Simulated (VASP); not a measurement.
Write the native input for VASP 6.6.1 that does the following.

| Quantity | Value |
| --- | --- |
| Task | single point |
| Functional | PBEsol |
| Potentials or basis | VASP PAW PBE potentials, release 64 (Hf_pv, B) |
| Cutoff | 520 eV |
| k mesh | 20 × 20 × 20 |
| Occupations | gaussian, width 0.15 eV |
| Spin | no spin polarisation |
| Dipole correction | no |
| Further INCAR settings | ALGO = Normal; EDIFF = 1e-06; NBANDS = 14 |

The structure of HfB lies in POSCAR:

```
HfB
1.0
   -0.2438591213      2.1947320921      2.1947320921
    2.1947320921     -0.2438591213      2.1947320921
    2.1947320921      2.1947320921     -0.2438591213
Hf B
1 1
Direct
    0.5000000000      0.5000000000      0.5000000000
    0.0000000000      0.0000000000      0.0000000000
```

This cell differs from its parent crystal: ratio of the length along [111] to the lengths across it x 0.85, volume and fractional coordinates fixed.

These files were run (other wordings do the same):

INCAR

```
SYSTEM = HfB
PREC = Accurate
ENCUT = 520
EDIFF = 1E-6
ISMEAR = 0
SIGMA = 0.15
LREAL = .FALSE.
LASPH = .TRUE.
NELM = 80
ALGO = Normal
ISIF = 2
LWAVE = .FALSE.
LCHARG = .FALSE.
GGA = PS
NBANDS = 14
```

KPOINTS

```
regular mesh
0
G
  20 20 20
  0 0 0
```

Potentials or basis: VASP PAW PBE potentials, release 64 (Hf_pv, B).

Run with:

```bash
$ cat potpaw_PBE.64/Hf_pv/POTCAR potpaw_PBE.64/B/POTCAR > POTCAR
$ mpirun -np 1 vasp_std > vasp.out
```

Results of the run:

```yaml
Pressure: 24.3 GPa
Band_gap_on_the_k_mesh: zero (an odd number of electrons rules out a gap without spin polarisation)
```

Caveat: the cell stands under pressure; the PAW data sets were made with another functional, which shifts forces and pressure a little; spin-orbit coupling is left out, which moves the levels of the heavy elements.

Wall time 120 s on 1 thread of Intel(R) Xeon(R) 6975P-C (Granite Rapids) (shared host), peak memory 0.37 GiB.
